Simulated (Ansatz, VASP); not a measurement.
Two plane-wave programs on CdAg2F6

```
Cd Ag F
1.0
     0.00000    4.03139    4.03139
     4.03139    0.00000    4.03139
     4.03139    4.03139    0.00000
Cd Ag F
1 2 6
Direct
  0.00000 0.00000 0.00000
  0.25000 0.25000 0.25000
  0.75000 0.75000 0.75000
  0.74194 0.25806 0.25806
  0.25806 0.74194 0.74194
  0.25806 0.74194 0.25806
  0.74194 0.25806 0.74194
  0.25806 0.25806 0.74194
  0.74194 0.74194 0.25806
```

Change from the starting cell: ordered vacancies on the cation sites of perovskite (Fm-3m, No. 225).

Alike in both runs: functional PBE; k mesh 4 × 4 × 4; occupations gaussian, width 0.1 eV; no spin polarisation.

Ansatz relaxed the structure, and its values are those at the end. VASP's run is a single point on that final structure, the one shown.

|  | VASP | Ansatz |
| --- | --- | --- |
| version | VASP 6.6.1 | Ansatz 0.2.0 |
| potentials or method | VASP PAW PBE potentials, release 64 (Cd, Ag, F), cutoff 520 eV | scalar-relativistic, plane waves, PAW |
| valence electrons in the cell | 76 | 100 |

```tsv
	VASP	Ansatz	Ansatz less VASP
gap on the k mesh at the Fermi level (eV)	none	none	-
pressure (GPa)	0.7	0.1	-0.64
rms of the force components (eV/Å)	0.108	0.017	-0.0902
```

A gap of «none» marks a metal or a gap that the smearing closes. VASP's potentials hold 76 valence electrons a cell and Ansatz's 100, so a difference there can come from the potentials and not from the codes.
